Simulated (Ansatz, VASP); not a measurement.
## Al2Cu in VASP and in Ansatz

```
Al Cu
1.0
     4.08417    0.00000    0.00000
     0.00000    4.08417    0.00000
     0.00000    0.00000    2.84639
Al Cu
2 1
Direct
  0.50000 0.00000 0.50000
  0.00000 0.50000 0.50000
  0.00000 0.00000 0.00000
```

Alike in both runs: functional PBEsol; k mesh 10 × 10 × 14; occupations gaussian, width 0.1 eV; no spin polarisation.

Ansatz relaxed the structure, and its values are those at the end. VASP's run is a single point on that final structure, the one shown.

|  | VASP | Ansatz |
| --- | --- | --- |
| version | VASP 6.6.1 | Ansatz 0.2.0 |
| potentials or method | VASP PAW PBE potentials, release 64 (Al, Cu), cutoff 520 eV | scalar-relativistic, plane waves, PAW |
| valence electrons in the cell | 17 | 25 |

VASP gave:

| Property | Result |
| --- | --- |
| gap on the k mesh at the Fermi level (eV) | none |
| pressure (GPa) | 0.2 |

Question: What did Ansatz give for the same quantities?

Answer: gap on the k mesh at the Fermi level (eV): none; pressure (GPa): 0.0.

VASP's potentials were made for PBE, not for PBEsol. A gap of «none» marks a metal or a gap that the smearing closes. VASP's potentials hold 17 valence electrons a cell and Ansatz's 25, so a difference there can come from the potentials and not from the codes.
